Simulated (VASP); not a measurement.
# In (R-3m) in VASP: a series of runs, part 2 of 4

VASP 6.6.1. The steps go on from the part before.

### Step 3. Electric field gradients, PBE (26.68 Å³/atom)

This run uses another cell than the first one, of 26.68 Å³/atom.

File INCAR:

```
PREC     = Accurate       # precision mode
ENCUT    = 520            # plane-wave cutoff, eV
EDIFF    = 1E-8           # SCF threshold, eV
ISMEAR   = -1             # smearing method
SIGMA    = 0.05           # smearing width, eV
LREAL    = F              # projectors in reciprocal space
LASPH    = T              # aspherical terms in the spheres
NELM     = 100            # most SCF steps
ALGO     = Normal         # electronic algorithm
ISIF     = 2              # what is computed and relaxed
LWAVE    = F              # write WAVECAR
LCHARG   = F              # write CHGCAR
GGA      = PE             # functional
LEFG     = T            
NBANDS   = 26             # bands
```

File KPOINTS:

```
regular mesh
0
Gamma
  14 14 14
```

File POSCAR:

```
In
1.0
    1.6751838235      0.9671678314      8.2347307701
   -1.6751838235      0.9671678314      8.2347307701
    0.0000000000     -1.9343356629      8.2347307701
In
3
Direct
    0.0000000000      0.0000000000      0.0000000000
    0.7780122400      0.7780122400      0.7780122400
    0.2219877600      0.2219877600      0.2219877600
```

Potentials or basis: VASP PAW PBE potentials, release 64 (In_d).

Run with:

```sh
$ cat potpaw_PBE.64/In_d/POTCAR > POTCAR
$ mpirun -np 1 vasp_std > vasp.out
```

OUTCAR:

```text
PREC = Accurate
   ENCUT = 520
   EDIFF = 1E-8
   ISMEAR = -1
   LREAL = F
   LASPH = T
   NELM = 100
   ISIF = 2
   GGA = PE

 ion  position               nearest neighbor table
   1  0.000  0.000  0.000-   2 3.36   2 3.36   3 3.36   3 3.36   2 3.36   3 3.36
   2  0.778  0.778  0.778-   3 3.35   3 3.35   3 3.35   1 3.36   1 3.36   1 3.36
   3  0.222  0.222  0.222-   2 3.35   2 3.35   2 3.35   1 3.36   1 3.36   1 3.36

  LATTYP: Found a trigonal (rhomboedric) cell.
 ALAT       =     8.4588678505
 COS(alpha) =     0.9215612875

  Lattice vectors:

 A1 = (   1.6751838235,   0.9671678314,   8.2347307701)
 A2 = (  -1.6751838235,   0.9671678314,   8.2347307701)
 A3 = (   0.0000000000,  -1.9343356629,   8.2347307701)

Analysis of symmetry for initial positions (statically):
=====================================================================
 Subroutine PRICEL returns:
 Original cell was already a primitive cell.

 Routine SETGRP: Setting up the symmetry group for a
 trigonal (rhombohedral) supercell.

 Subroutine GETGRP returns: Found 12 space group operations
 (whereof 12 operations were pure point group operations)
 out of a pool of 12 trial point group operations.

The static configuration has the point symmetry D_3d.

Analysis of symmetry for dynamics (positions and initial velocities):
=====================================================================
 Subroutine PRICEL returns:
 Original cell was already a primitive cell.

 Routine SETGRP: Setting up the symmetry group for a
 trigonal (rhombohedral) supercell.

[... 164 lines left out ...]
      3      -7.3148      2.00000
      4      -7.3073      2.00000
      5      -7.3073      2.00000
      6      -7.2870      2.00000
[... 685 lines left out ...]
     25      13.6480      0.00000
     26      14.9359      0.00000

 [... further k-points ...]

------------------------ aborting loop because EDIFF is reached ----------------------------------------

  FORCE on cell =-STRESS in cart. coord.  units (eV):
  Direction    XX          YY          ZZ          XY          YZ          ZX
  --------------------------------------------------------------------------------------
  -------------------------------------------------------------------------------------
  Total        0.5872469      0.5872469      0.7044313      0.0000000     -0.0000000     -0.0000000
  in kB       11.7534758     11.7534758     14.0988689      0.0000000     -0.0000000     -0.0000000
  external PRESSURE =      12.5352735 kB  Pullay stress =       0.0000000 kB

 VOLUME and BASIS-vectors are now :
 -----------------------------------------------------------------------------
  energy-cutoff  :      520.00
  volume of cell :       80.05
      direct lattice vectors                 reciprocal lattice vectors
     1.675183824  0.967167831  8.234730770     0.298474706  0.172324452  0.040478960
    -1.675183824  0.967167831  8.234730770    -0.298474706  0.172324452  0.040478960
     0.000000000 -1.934335663  8.234730770     0.000000000 -0.344648904  0.040478959

 POSITION                                       TOTAL-FORCE (eV/Angst)
 -----------------------------------------------------------------------------------
      0.00000      0.00000      0.00000         0.000000      0.000000     -0.000000
      0.00000     -0.00000     19.22016         0.000000      0.000000     -0.014244
      0.00000     -0.00000      5.48403         0.000000     -0.000000      0.014244
 -----------------------------------------------------------------------------------
    total drift:                                0.000000      0.000000     -0.000000

  FREE ENERGIE OF THE ION-ELECTRON SYSTEM (eV)
  ---------------------------------------------------
  free  energy   TOTEN  =        -7.6594056698 eV

  energy  without entropy=       -7.6464626067  energy(sigma->0) =       -7.65293414

 Electric field gradients (V/A^2)
---------------------------------------------------------------------
 ion       V_xx      V_yy      V_zz      V_xy      V_xz      V_yz
---------------------------------------------------------------------
   1      -1.260    -1.260     2.519     0.000     0.000     0.000
   2       2.241     2.241    -4.483     0.000     0.000     0.000
   3       2.241     2.241    -4.483     0.000    -0.000     0.000
---------------------------------------------------------------------

 Electric field gradients after diagonalization (V/A^2)
 (convention: |V_zz| > |V_xx| > |V_yy|)
----------------------------------------------------------------------
 ion       V_xx      V_yy      V_zz     asymmetry (V_yy - V_xx)/ V_zz
----------------------------------------------------------------------
   1      -1.260    -1.260     2.519       0.000
   2       2.241     2.241    -4.483       0.000
   3       2.241     2.241    -4.483       0.000
----------------------------------------------------------------------

           NMR quadrupolar parameters

 Cq : quadrupolar parameter    Cq=e*Q*V_zz/h
 eta: asymmetry parameters     (V_yy - V_xx)/ V_zz
 Q  : nuclear electric quadrupole moment in mb (millibarn)
----------------------------------------------------------------------
 ion       Cq(MHz)       eta       Q (mb)
----------------------------------------------------------------------
   1       0.006       0.000       1.000
   2      -0.011       0.000       1.000
   3      -0.011       0.000       1.000
----------------------------------------------------------------------
```

OSZICAR:

```text
N       E                     dE             d eps       ncg     rms          rms(c)
DAV:   1     0.348120408068E+03    0.34812E+03   -0.18797E+04 14976   0.202E+03
DAV:   2     0.223630993045E+02   -0.32576E+03   -0.32152E+03 14998   0.442E+02
DAV:   3    -0.668519559681E+01   -0.29048E+02   -0.28777E+02 17816   0.159E+02
DAV:   4    -0.768346577316E+01   -0.99827E+00   -0.99693E+00 18112   0.326E+01
DAV:   5    -0.773786031846E+01   -0.54395E-01   -0.54391E-01 23834   0.577E+00    0.385E+00
DAV:   6    -0.767284587621E+01    0.65014E-01   -0.13307E-01 19344   0.531E+00    0.187E+00
DAV:   7    -0.766012597757E+01    0.12720E-01   -0.42777E-02 20282   0.274E+00    0.388E-01
DAV:   8    -0.765936470771E+01    0.76127E-03   -0.32805E-03 17734   0.750E-01    0.427E-02
DAV:   9    -0.765939979466E+01   -0.35087E-04   -0.12319E-04 24244   0.887E-02    0.193E-02
DAV:  10    -0.765940489018E+01   -0.50955E-05   -0.12435E-05 19580   0.436E-02    0.586E-03
DAV:  11    -0.765940582620E+01   -0.93602E-06   -0.11439E-06 18450   0.121E-02    0.140E-03
DAV:  12    -0.765940573480E+01    0.91396E-07   -0.63976E-08 18804   0.216E-03    0.670E-04
DAV:  13    -0.765940565209E+01    0.82711E-07   -0.31165E-09  8868   0.645E-04    0.702E-05
DAV:  14    -0.765940567061E+01   -0.18520E-07   -0.11077E-09  8506   0.427E-04    0.722E-05
DAV:  15    -0.765940566983E+01    0.77853E-09   -0.45142E-10  8420   0.301E-04
   1 F= -.76594057E+01 E0= -.76529341E+01  d E =-.129431E-01
```

It took 61 min on 1 thread of Oxide Virtual Turin-like, shared host; peak memory 0.77 GiB.

What came out:

```yaml
Free_energy: -7.6594 eV
Pressure: 1.3 GPa
Largest_force: 0.014 eV/Å
Band_gap_on_the_k_mesh: zero (an odd number of electrons rules out a gap without spin polarisation)
Largest_electric_field_gradient_by_atom: In +2.5, -4.5 (each value once) V/Å²
```

Forces on the atoms (eV/Å):
```
In   0.000  0.000  0.000
In   0.000  0.000 -0.014
In   0.000  0.000  0.014
```

Levels at points of the mesh, in eV from the Fermi level:
```tsv
k point	band 16	band 17	band 18	band 19	band 20	band 21	band 22	band 23
(0.00, 0.00, 0.00)	-9.44	-7.01	-6.99	0.46	0.48	8.65	8.65	8.74
(0.50, 0.00, 0.00)	-4.76	-4.16	-3.03	-2.72	-1.15	-1.07	3.24	4.02
(0.50, 0.50, 0.00)	-4.51	-4.24	-3.49	-3.01	-0.42	-0.34	1.87	3.30
(0.50, 0.50, 0.50)	-8.85	-8.83	-4.37	-3.33	5.71	5.76	8.24	8.24
```

Electric field gradients, principal values (V/Å²):
```csv
atom,least,middle,greatest (by size)
1 In,-1.260,-1.260,2.519
2 In,2.241,2.241,-4.483
3 In,2.241,2.241,-4.483
```

Caveat: without QUAD_EFG the Cq values of the log hold for a quadrupole moment of 1 mb, not for the nuclei; spin-orbit coupling is left out, which moves the levels of the heavy elements.

[end of part 2 of 4]
